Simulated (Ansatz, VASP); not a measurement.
# Cu2O in VASP and in Ansatz

```
CELL_PARAMETERS angstrom
4.29769 0.00000 0.00000
0.00000 4.29769 0.00000
0.00000 0.00000 4.29769
ATOMIC_POSITIONS crystal
Cu 0.25000 0.25000 0.25000
Cu 0.25000 0.75000 0.75000
Cu 0.75000 0.75000 0.25000
Cu 0.75000 0.25000 0.75000
O 0.00000 0.00000 0.00000
O 0.50000 0.50000 0.50000
```

Alike in both runs: functional PBE; k mesh 4 × 4 × 4; occupations gaussian, width 0.1 eV; no spin polarisation.

Ansatz relaxed the structure, and its values are those at the end. VASP's run is a single point on that final structure, the one shown.

|  | VASP | Ansatz |
| --- | --- | --- |
| version | VASP 6.6.1 | Ansatz 0.2.0 |
| potentials or method | VASP PAW PBE potentials, release 64 (Cu, O), cutoff 600 eV | scalar-relativistic, plane waves, PAW |
| valence electrons in the cell | 56 | 88 |

```csv
,VASP,Ansatz,Ansatz less VASP
gap on the k mesh at the Fermi level (eV),0.48,0.48,-0.004
least direct gap on the mesh (eV),0.48,0.48,-0.004
pressure (GPa),0.8,0.2,-0.64
```

VASP's potentials hold 56 valence electrons a cell and Ansatz's 88, so a difference there can come from the potentials and not from the codes.
